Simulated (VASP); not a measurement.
Here is a VASP 6.6.1 calculation.

The input INCAR:

```
PREC = Accurate ; ENCUT = 520
EDIFF = 1E-6 ; ISMEAR = -1
SIGMA = 0.15 ; LREAL = F
LASPH = T ; NELM = 100
ALGO = Normal ; ISIF = 2
LWAVE = F ; LCHARG = F
GGA = PS ; NBANDS = 11
```

Contents of KPOINTS:

```
Automatic mesh
0
Gamma
  7 7 8
```

The input POSCAR:

```
Ba
1.0
    3.9728059026      0.0000000000      0.0000000000
    0.0000000000      3.9728059026      0.0000000000
    0.0000000000      0.0000000000      3.5813400225
Ba
1
Direct
    0.5000000000      0.5000000000      0.5000000000
```

Potentials or basis: VASP PAW PBE potentials, release 64 (Ba_sv).

Command:

```console
$ cat potpaw_PBE.64/Ba_sv/POTCAR > POTCAR
$ mpirun -np 1 vasp_std > vasp.out
```

Predict the pressure.

0.2 GPa.

Predict the band gap on the k mesh.

zero (band 5 reaches 2.08 eV, above the bottom of band 6 at 1.53 eV).

Stress tensor (GPa, compression positive):
```
-1.01  0.00  0.00
 0.00 -1.01  0.00
 0.00  0.00  2.60
```

Caveat: the PAW data sets were made with another functional, which shifts forces and pressure a little; spin-orbit coupling is left out, which moves the levels of the heavy elements.
